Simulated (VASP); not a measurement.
Runs of VASP 6.6.1 on Pd. The structure is that of space group Fm-3m (No. 225), or close to it. The cells are those of the table. 

```tsv
task	cell	k mesh	cutoff (eV)	gap on the mesh (eV)	pressure (GPa)
single point	a = 2.770 Å, angles 60.0°, 1 atom	8 × 8 × 8	520	none	3.9
single point	a = 2.788 Å, angles 60.0°, 1 atom	18 × 18 × 18	520	none	(a)
relaxation of cell and atoms	relaxed from a = 2.770 Å, angles 60.0°, 1 atom	18 × 18 × 18	600	none	0.0
single point	a = 2.788 Å, angles 90.0, 60.0, 120.0°, 1 atom	15 × 15 × 15	520	none	-0.4
```

Alike in all rows: level PBE; potentials or basis VASP PAW PBE potentials, release 64 (Pd); no spin polarisation; smearing gaussian 0.1 eV.

Problem. Fill in the values left out.

Solution. (a) -0.3.

A k mesh can miss the band edges, and the runs leave out spin-orbit coupling on Pd.

A gap of «none» marks levels without a gap at the run's occupations.
